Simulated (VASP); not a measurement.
MgS (Niningerite): single point with PBE-based screened hybrid

MgS (Niningerite):

```
Mg S
1.0
     0.00000    2.60152    2.60152
     2.60152    0.00000    2.60152
     2.60152    2.60152    0.00000
Mg S
1 1
Direct
  0.00000 0.00000 0.00000
  0.50000 0.50000 0.50000
```

* Program: VASP 6.6.1
* Task: single point
* Functional: PBE-based screened hybrid
* Potentials or basis: VASP PAW PBE potentials, release 64 (Mg, S)
* Cutoff: 520 eV
* k mesh: 4 × 4 × 4
* Occupations: gaussian, width 0.01 eV
* Spin: no spin polarisation
* Dipole correction: no
* Grid for exact exchange (PRECFOCK): Normal
* Share of exact exchange: 0.2
* Further INCAR settings: ALGO = Normal; EDIFF = 1e-06; NBANDS = 11
* Screening parameter: 0.5 1/Å

```json
{
  "Pressure": "0.4 GPa",
  "Band gap on the k mesh": "3.12 eV, indirect (least direct gap 4.15 eV)"
}
```

Levels at points of the mesh, in eV from the valence-band top:
| k point | band 1 | band 2 | band 3 | band 4 | band 5 | band 6 | band 7 | band 8 | band 9 |
| --- | --- | --- | --- | --- | --- | --- | --- | --- | --- |
| (0.00, 0.00, 0.00) | -13.44 | 0.00 | 0.00 | 0.00 | 4.15 | 8.39 | 8.39 | 8.39 | 10.88 |
| (0.50, 0.00, 0.00) | -12.07 | -5.01 | -0.62 | -0.62 | 4.93 | 7.34 | 7.34 | 10.72 | 12.73 |
| (0.50, 0.50, 0.00) | -11.67 | -4.36 | -1.76 | -1.76 | 3.12 | 4.73 | 12.67 | 13.44 | 14.04 |

Run time: 4.1 min on 1 thread of AMD EPYC 7R13 (shared host), peak memory 0.24 GiB.

Caveat: the k points lie up to 0.52 Å⁻¹ apart; the PAW data sets were made with another functional, which shifts forces and pressure a little. A k mesh can miss the band edges.
